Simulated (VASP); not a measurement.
A run of VASP 6.6.1:

Contents of POSCAR:

```
HfC
1.0
    0.0000000000      2.3250000000      2.3250000000
    2.3250000000      0.0000000000      2.3250000000
    2.3250000000      2.3250000000      0.0000000000
Hf C
1 1
Direct
    0.5000000000      0.5000000000      0.5000000000
    0.0000000000      0.0000000000      0.0000000000
```

The input INCAR.step1:

```
ALGO     = Normal         # electronic algorithm
EDIFF    = 1E-6           # SCF threshold, eV
ENCUT    = 520            # plane-wave cutoff, eV
GGA      = RP             # functional
ISIF     = 2              # what is computed and relaxed
ISMEAR   = -1             # smearing method
LASPH    = T              # aspherical terms in the spheres
LCHARG   = T              # write CHGCAR
LMAXMIX  = 4              # l up to which the mixer works
LREAL    = F              # projectors in reciprocal space
LWAVE    = F              # write WAVECAR
NBANDS   = 14             # bands
NELM     = 100            # most SCF steps
PREC     = Accurate       # precision mode
SIGMA    = 0.05           # smearing width, eV
```

File KPOINTS.step1:

```
k-points
0
Gamma
  6 6 6
```

The input INCAR.step2:

```
ALGO     = Normal         # electronic algorithm
EDIFF    = 1E-6           # SCF threshold, eV
ENCUT    = 520            # plane-wave cutoff, eV
GGA      = RP             # functional
ICHARG   = 11             # starting density
ISIF     = 2              # what is computed and relaxed
ISMEAR   = -5             # smearing method
LASPH    = T              # aspherical terms in the spheres
LCHARG   = F              # write CHGCAR
LMAXMIX  = 4              # l up to which the mixer works
LORBIT   = 10             # projections on sites
LREAL    = F              # projectors in reciprocal space
LWAVE    = F              # write WAVECAR
NBANDS   = 14             # bands
NEDOS    = 2001           # points of the DOS
NELM     = 100            # most SCF steps
PREC     = Accurate       # precision mode
SIGMA    = 0.05           # smearing width, eV
```

Contents of KPOINTS.step2:

```
k-points
0
Gamma
  9 9 9
```

Potentials or basis: VASP PAW PBE potentials, release 64 (Hf_pv, C).

Run with:

```console
$ cat potpaw_PBE.64/Hf_pv/POTCAR potpaw_PBE.64/C/POTCAR > POTCAR
$ cp INCAR.step1 INCAR
$ cp KPOINTS.step1 KPOINTS
$ mpirun -np 1 vasp_std > vasp.out
$ cp INCAR.step2 INCAR
$ cp KPOINTS.step2 KPOINTS
$ mpirun -np 1 vasp_std > vasp.out
```

Hardware: 1 thread of Intel(R) Xeon(R) Platinum 8375C CPU @ 2.90GHz (Ice Lake) (shared host).

Question: Estimate the wall time of this run.

Answer: It took 9.9 s on 1 thread of Intel(R) Xeon(R) Platinum 8375C CPU @ 2.90GHz (Ice Lake), with other jobs on the host, peak memory 0.14 GiB. Counts: k points 35.
